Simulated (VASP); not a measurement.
# Zr (P6/mmm) in VASP: notebook

Runs on Zr. Level: PBE. Tasks: single point, relaxation of shape and atoms at fixed volume.

Program: VASP 6.6.1. These are calculated values, not measurements. Logs are shortened: lines on timing, memory, paths and dates and some standing lists are left out, and cuts for length are marked.

**1. The cell of the first run**

The structure is hexagonal, space group P6/mmm (No. 191). Conventional cell: a = 3.020 Å, b = 3.020 Å, c = 3.022 Å, α = 90.00°, β = 90.00°, γ = 120.00°. Within 4.0 Å of Zr (site symmetry 6/mmm) lie 8 Zr at 3.02 Å.

This isn't the form of Zr at room conditions, which is hcp.

**2. Single point, PBE (23.87 Å³/atom)**

Input file INCAR:

```
PREC     = Accurate       # precision mode
ENCUT    = 520            # plane-wave cutoff, eV
EDIFF    = 1E-7           # SCF threshold, eV
ISMEAR   = -1             # smearing method
SIGMA    = 0.1            # smearing width, eV
LREAL    = F              # projectors in reciprocal space
LASPH    = T              # aspherical terms in the spheres
NELM     = 80             # most SCF steps
ALGO     = Normal         # electronic algorithm
ISIF     = 2              # what is computed and relaxed
LWAVE    = F              # write WAVECAR
LCHARG   = F              # write CHGCAR
GGA      = PE             # functional
NBANDS   = 12             # bands
```

Input file KPOINTS:

```
regular mesh
0
Gamma
  16 16 14
```

Input file POSCAR:

```
Zr
1.0
    3.0200136623      0.0000000000      0.0000000000
   -1.5100068312      2.6154085514      0.0000000000
    0.0000000000      0.0000000000      3.0219146634
Zr
1
Direct
    0.0000000000      0.0000000000      0.0000000000
```

Potentials or basis: VASP PAW PBE potentials, release 64 (Zr_sv).

Run with:

```bash
cat potpaw_PBE.64/Zr_sv/POTCAR > POTCAR
mpirun -np 1 vasp_std > vasp.out
```

OUTCAR:

```text
PREC = Accurate
   ENCUT = 520
   EDIFF = 1E-7
   ISMEAR = -1
   LREAL = F
   LASPH = T
   NELM = 80
   ISIF = 2
   GGA = PE

 ion  position               nearest neighbor table
   1  0.000  0.000  0.000-

  LATTYP: Found a hexagonal cell.
 ALAT       =     3.0200136623
 C/A-ratio  =     1.0006294677

  Lattice vectors:

 A1 = (   3.0200136623,   0.0000000000,   0.0000000000)
 A2 = (  -1.5100068312,   2.6154085514,   0.0000000000)
 A3 = (   0.0000000000,   0.0000000000,   3.0219146634)

Analysis of symmetry for initial positions (statically):
=====================================================================
 Subroutine PRICEL returns:
 Original cell was already a primitive cell.

 Routine SETGRP: Setting up the symmetry group for a
 hexagonal supercell.

 Subroutine GETGRP returns: Found 24 space group operations
 (whereof 24 operations were pure point group operations)
 out of a pool of 24 trial point group operations.

The static configuration has the point symmetry D_6h.

Analysis of symmetry for dynamics (positions and initial velocities):
=====================================================================
 Subroutine PRICEL returns:
 Original cell was already a primitive cell.

 Routine SETGRP: Setting up the symmetry group for a
 hexagonal supercell.

 Subroutine GETGRP returns: Found 24 space group operations
 (whereof 24 operations were pure point group operations)
 out of a pool of 24 trial point group operations.

The dynamic configuration has the point symmetry D_6h.

 Subroutine INISYM returns: Found 24 space group operations
 (whereof 24 operations are pure point group operations),
 and found     1 'primitive' translations

----------------------------------------------------------------------------------------

                                     Primitive cell

  volume of cell :      23.8688

  direct lattice vectors                    reciprocal lattice vectors
     3.020013662  0.000000000  0.000000000     0.331124330  0.191174721  0.000000000
    -1.510006831  2.615408551  0.000000000     0.000000000  0.382349442  0.000000000
     0.000000000  0.000000000  3.021914663     0.000000000  0.000000000  0.330916029

  length of vectors
     3.020013662  3.020013662  3.021914663     0.382349442  0.382349442  0.330916029

  position of ions in fractional coordinates (direct lattice)
     0.000000000  0.000000000  0.000000000

  ion indices of the primitive-cell ions
   primitive index   ion index
                 1           1

----------------------------------------------------------------------------------------

 KPOINTS: regular mesh

Automatic generation of k-mesh.
 Grid dimensions read from file:
 generate k-points for:   16   16   14

 Generating k-lattice:

  Cartesian coordinates                     Fractional coordinates (reciprocal lattice)
     0.020695271  0.011948420  0.000000000     0.062500000  0.000000000  0.000000000
     0.000000000  0.023896840  0.000000000     0.000000000  0.062500000  0.000000000
     0.000000000  0.000000000  0.023636859     0.000000000  0.000000000  0.071428571

  Length of vectors
     0.023896840  0.023896840  0.023636859

  Shift w.r.t. Gamma in fractional coordinates (k-lattice)
     0.000000000  0.000000000  0.000000000

 Subroutine IBZKPT returns following result:
 ===========================================

 Found    240 irreducible k-points:

 Following reciprocal coordinates:
            Coordinates               Weight
  0.000000  0.000000  0.000000      1.000000
  0.062500  0.000000  0.000000      6.000000
  0.125000  0.000000  0.000000      6.000000
  0.187500  0.000000  0.000000      6.000000
  0.250000  0.000000  0.000000      6.000000
  0.312500  0.000000  0.000000      6.000000
[... 16 lines left out ...]
  0.187500  0.187500  0.000000      6.000000
  0.250000  0.187500  0.000000     12.000000
 [... further k-points ...]
   k-points           NKPTS =    240   k-points in BZ     NKDIM =    240   number of bands    NBANDS=     12
   number of dos      NEDOS =    301   number of ions     NIONS =      1
   total plane-waves  NPLWV =  13824
   dimension x,y,z NGX =    24 NGY =   24 NGZ =   24
   dimension x,y,z NGXF=    48 NGYF=   48 NGZF=   48
   ions per type =               1
   NGX,Y,Z   is equivalent  to a cutoff of  13.21, 13.21, 13.20 a.u.
   NGXF,Y,Z  is equivalent  to a cutoff of  26.42, 26.42, 26.41 a.u.
 SYSTEM =  unknown system
   PREC   = accura    normal or accurate (medium, high low for compatibility)
   ISTART =      0    job   : 0-new  1-cont  2-samecut
   ICHARG =      2    charge: 1-file 2-atom 10-const
   ISPIN  =      1    spin polarized calculation?
   LNONCOLLINEAR =      F non collinear calculations
   LSORBIT =      F    spin-orbit coupling
   LASPH  =      T    aspherical Exc in radial PAW
   ENCUT  =  520.0 eV  38.22 Ry    6.18 a.u.   5.62  5.62  5.62*2*pi/ulx,y,z
   NELM   =     80;   NELMIN=  2; NELMDL= -5     # of ELM steps
   EDIFF  = 0.1E-06   stopping-criterion for ELM
   LREAL  =      F    real-space projection
   EDIFFG = 0.1E-05   stopping-criterion for IOM
   NSW    =      0    number of steps for IOM
   IBRION =     -1    ionic relax: 0-MD 1-quasi-New 2-CG
   NFREE  =      0    steps in history (QN), initial steepest desc. (CG)
   ISIF   =      2    stress and relaxation
   ISYM   =      2    0-nonsym 1-usesym 2-fastsym
   POTIM  = 0.5000    time-step for ionic-motion
   TEBEG  =    0.0;   TEEND  =   0.0 temperature during run
   PSTRESS=    0.0 pullay stress
   NELECT =      12.0000    total number of electrons
   NUPDOWN=      -1.0000    fix difference up-down
   EMIN   =  10.00;   EMAX   =-10.00  energy-range for DOS
   EFERMI =   0.00;   METHOD = LEGACY
   ISMEAR =    -1;   SIGMA  =   0.10  broadening in eV -4-tet -1-fermi 0-gaus
   EFERMI_NEDOS =   21; number of points for ismear=-14 and -15
   IALGO  =     38    algorithm
   IMIX   =      4    mixing-type and parameters
     AMIX     =   0.40;   BMIX     =  1.00
     AMIX_MAG =   1.60;   BMIX_MAG =  1.00
  volume/ion in A,a.u.               =      23.87       161.07
  Fermi-wavevector in a.u.,A,eV,Ry     =   1.301742  2.459936 23.055523  1.694533
  Thomas-Fermi vector in A             =   2.432856
   LORBIT       =      0    0 simple, 1 ext, 2 COOP (PROOUT), +10 PAW based schemes
   GGA     = PE    functional components
   LHFCALC =     F    Hartree Fock is set to
   AEXX    =    0.0000 exact exchange contribution
   IVDW    =     0    specifies the selected vdW correction
   LEPSILON=     F    determine dielectric tensor
   LRPA    =     F    only Hartree local field effects (RPA)
 non-spin polarized calculation
  energy-cutoff  :      520.00
  volume of cell :       23.87
 maximum number of plane-waves:       659
 NGX is ok and might be reduce to    24
   NGX = 11   NGY = 11   NGZ = 11

 number of electron      12.0000000 magnetization

 Free energy of the ion-electron system (eV)
  ---------------------------------------------------
  ext. energy  EPLUGINS =         0.00000000
  ---------------------------------------------------
  free energy    TOTEN  =        -8.16923238 eV

  energy without entropy =       -8.14079020  energy(sigma->0) =       -8.15501129

 E-fermi :   8.3447     XC(G=0): -10.9153

 val. band max:        8.3327836883   @ k =   0.1250   0.1250   0.0000
 cond. band min:       8.3512296851   @ k =   0.2500   0.1875   0.5000
 fundamental gap:      0.0184459968
 Fermi energy:         8.3446876330

 k-point     1 :       0.0000    0.0000    0.0000
  band No.  band energies     occupation
      1     -40.2522      2.00000
      2     -17.8571      2.00000
      3     -17.6107      2.00000
      4     -17.6107      2.00000
      5       3.2183      2.00000
      6       6.7209      2.00000
      7       9.6568      0.00000
      8       9.6568      0.00000
      9      13.9392      0.00000
     10      13.9392      0.00000
     11      19.6672      0.00000
     12      19.9516      0.00000

 k-point     2 :       0.0625    0.0000    0.0000
  band No.  band energies     occupation
      1     -40.2453      2.00000
      2     -17.8513      2.00000
      3     -17.6620      2.00000
      4     -17.6219      2.00000
      5       3.3466      2.00000
      6       6.7894      2.00000
      7       9.4927      0.00002
      8       9.7821      0.00000
      9      13.7026      0.00000
     10      13.9082      0.00000
     11      20.0077      0.00000
     12      20.2947      0.00000

 k-point     3 :       0.1250    0.0000    0.0000
  band No.  band energies     occupation
      1     -40.2252      2.00000
      2     -17.8346      2.00000
      3     -17.8062      2.00000
      4     -17.6538      2.00000
      5       3.7113      2.00000
      6       6.9819      2.00000
      7       9.0927      0.00113
      8      10.1525      0.00000
      9      13.1300      0.00000
     10      13.8213      0.00000
     11      20.8999      0.00000
     12      21.1726      0.00000
[... 286 lines left out ...]
 k-point    23 :       0.1875    0.1875    0.0000
  band No.  band energies     occupation
      1     -40.1149      2.00000
      2     -18.4550      2.00000
      3     -17.9238      2.00000
      4     -17.7433      2.00000
      5       5.8495      2.00000
      6       7.6837      1.99731
      7       8.0577      1.89266
      8      11.3219      0.00000
      9      12.9648      0.00000
     10      13.0172      0.00000
     11      19.5437      0.00000
     12      20.3853      0.00000

 k-point    24 :       0.2500    0.1875    0.0000
  band No.  band energies     occupation
      1     -40.0864      2.00000
      2     -18.5828      2.00000
      3     -18.0235      2.00000
      4     -17.7198      2.00000
      5       6.4474      2.00000
      6       7.5115      1.99952
      7       8.4201      0.63997
      8      11.0512      0.00000
      9      12.7219      0.00000
     10      13.8907      0.00000
     11      18.6795      0.00000
     12      19.5112      0.00000

 [... further k-points ...]
[... 5 lines left out ...]
  --------------------------------------------------------------------------------------
  -------------------------------------------------------------------------------------
  Total        0.0040840      0.0040840      0.0054979     -0.0000000     -0.0000000      0.0000000
  in kB        0.2741371      0.2741371      0.3690461     -0.0000000     -0.0000000      0.0000000
  external PRESSURE =       0.3057734 kB  Pullay stress =       0.0000000 kB

 VOLUME and BASIS-vectors are now :
 -----------------------------------------------------------------------------
  energy-cutoff  :      520.00
  volume of cell :       23.87
      direct lattice vectors                 reciprocal lattice vectors
     3.020013662  0.000000000  0.000000000     0.331124330  0.191174721  0.000000000
    -1.510006831  2.615408551  0.000000000     0.000000000  0.382349442  0.000000000
     0.000000000  0.000000000  3.021914663     0.000000000  0.000000000  0.330916029

 POSITION                                       TOTAL-FORCE (eV/Angst)
 -----------------------------------------------------------------------------------
      0.00000      0.00000      0.00000        -0.000000      0.000000      0.000000
 -----------------------------------------------------------------------------------
    total drift:                                0.000000      0.000000      0.000000

  FREE ENERGIE OF THE ION-ELECTRON SYSTEM (eV)
  ---------------------------------------------------
  free  energy   TOTEN  =        -8.1692323812 eV

  energy  without entropy=       -8.1407901995  energy(sigma->0) =       -8.15501129
```

Wall time 57 s (1 thread of Intel Xeon 8259CL, shared host); peak memory 0.19 GiB.

Results:

- Free energy: -8.1692 eV
- Pressure: 0.0 GPa
- Band gap on the k mesh: zero (bands 6 and 7 overlap by 0.59 eV)

**3. Relaxation of shape and atoms at fixed volume, PBE**

This run uses another cell than the first one, of 10.74 Å³/atom.

Input file INCAR:

```
PREC = Accurate ; ENCUT = 600
EDIFF = 1E-6 ; ISMEAR = -1
SIGMA = 0.1 ; LREAL = False
LASPH = True ; NELM = 100
ALGO = Normal ; ISIF = 4
LWAVE = False ; LCHARG = False
GGA = PE ; IBRION = 2
NSW = 50 ; EDIFFG = -0.005
```

KPOINTS is that of step 2.

Input file POSCAR:

```
Zr
1.0
    2.3142649554      0.0000000000      0.0000000000
   -1.1571324777      2.0042122425      0.0000000000
    0.0000000000      0.0000000000      2.3157217104
Zr
1
Direct
    0.0000000000      0.0000000000      0.0000000000
```

Potentials or basis: VASP PAW PBE potentials, release 64 (Zr_sv).

Run with:

```bash
cat potpaw_PBE.64/Zr_sv/POTCAR > POTCAR
mpirun -np 1 vasp_std > vasp.out
```

Wall time 3 min (1 thread of Intel Xeon 8259CL, shared host); peak memory 0.15 GiB.

Results (log left out):

```yaml
Free_energy: -2.1644 eV
Pressure_after_relaxing: 285.8 GPa
Band_gap_on_the_k_mesh: zero (bands 6 and 7 overlap by 3.56 eV)
```

Final structure:
```
Zr
1.0
     2.34009    0.00000    0.00000
    -1.17004    2.02658    0.00000
     0.00000    0.00000    2.26489
Zr
1
Direct
  0.00000 0.00000 0.00000
```

Levels at points of the mesh, in eV from the Fermi level:
```tsv
k point	band 2	band 3	band 4	band 5	band 6	band 7	band 8	band 9	band 10
(0.00, 0.00, 0.00)	-23.97	-23.13	-23.13	-5.45	-3.65	0.75	0.75	12.04	12.73
(0.50, 0.00, 0.00)	-31.47	-25.11	-22.65	-6.56	-1.02	3.25	6.35	10.54	13.92
(0.00, 0.00, 0.50)	-31.38	-22.31	-22.31	-0.27	2.53	2.53	4.08	5.22	5.22
(0.50, 0.00, 0.50)	-30.06	-29.29	-24.17	-8.88	-3.91	1.80	8.02	14.84	16.94
```

**4. Relaxation of shape and atoms at fixed volume, PBE**

This run uses another cell than the first one, of 12.41 Å³/atom.

Input file INCAR:

```
ALGO = Normal ; EDIFF = 1E-6
EDIFFG = -0.005 ; ENCUT = 600
GGA = PE ; IBRION = 2
ISIF = 4 ; ISMEAR = -1
LASPH = True ; LCHARG = False
LREAL = False ; LWAVE = False
NELM = 100 ; NSW = 50
PREC = Accurate ; SIGMA = 0.1
```

Input file KPOINTS:

```
k-points
0
Gamma
  16 16 14
```

Input file POSCAR:

```
Zr
1.0
    2.4285293447      0.0000000000      0.0000000000
   -1.2142646724      2.1031681064      0.0000000000
    0.0000000000      0.0000000000      2.4300580254
Zr
1
Direct
    0.0000000000      0.0000000000      0.0000000000
```

Run with:

```bash
cat potpaw_PBE.64/Zr_sv/POTCAR > POTCAR
mpirun -np 1 vasp_std > vasp.out
```

Wall time 2.9 min (1 thread of Intel Xeon 8259CL, shared host); peak memory 0.16 GiB.

Results (log left out):

```yaml
Free_energy: -4.5114 eV
Energy_gained_by_relaxing: 18.0 meV/atom
Ionic_steps: 16
Pressure_after_relaxing: 174.4 GPa
Band_gap_on_the_k_mesh: zero (bands 6 and 7 overlap by 3.85 eV)
```

The path:
```csv
step,energy change (eV),largest force (eV/Å),pressure (GPa),volume (Å³)
1,0.0000,0.0000,175.08,12.41
2,0.1456,0.0000,178.35,12.41
3,-0.0178,0.0000,174.49,12.41
4,-0.0180,0.0000,174.43,12.41
5,-0.0180,0.0000,174.43,12.41
6,-0.0180,0.0000,174.43,12.41
7,-0.0180,0.0000,174.43,12.41
8,-0.0180,0.0000,174.43,12.41
9,-0.0180,0.0000,174.43,12.41
10,-0.0180,0.0000,174.43,12.41
11,-0.0180,0.0000,174.43,12.41
12,-0.0180,0.0000,174.43,12.41
13,-0.0180,0.0000,174.43,12.41
14,-0.0180,0.0000,174.43,12.41
15,-0.0180,0.0000,174.43,12.41
16,-0.0180,0.0000,174.44,12.41
```

Final structure:
```
CELL_PARAMETERS angstrom
2.44852 0.00000 0.00000
-1.22426 2.12048 0.00000
0.00000 0.00000 2.39055
ATOMIC_POSITIONS crystal
Zr 0.00000 0.00000 0.00000
```

Levels at points of the mesh, in eV from the Fermi level:
```
           k point  band 4  band 5  band 6  band 7  band 8  band 9
(0.00, 0.00, 0.00)  -23.70   -4.84   -4.12    1.02    1.02   11.03
(0.50, 0.00, 0.00)  -23.49   -5.56   -1.05    3.00    5.21    9.21
(0.00, 0.00, 0.50)  -23.16   -1.16    2.45    2.45    3.00    5.01
(0.50, 0.00, 0.50)  -24.54   -7.29   -3.38    2.10    7.82   12.91
```

(Part 1 of 2 ends here.)
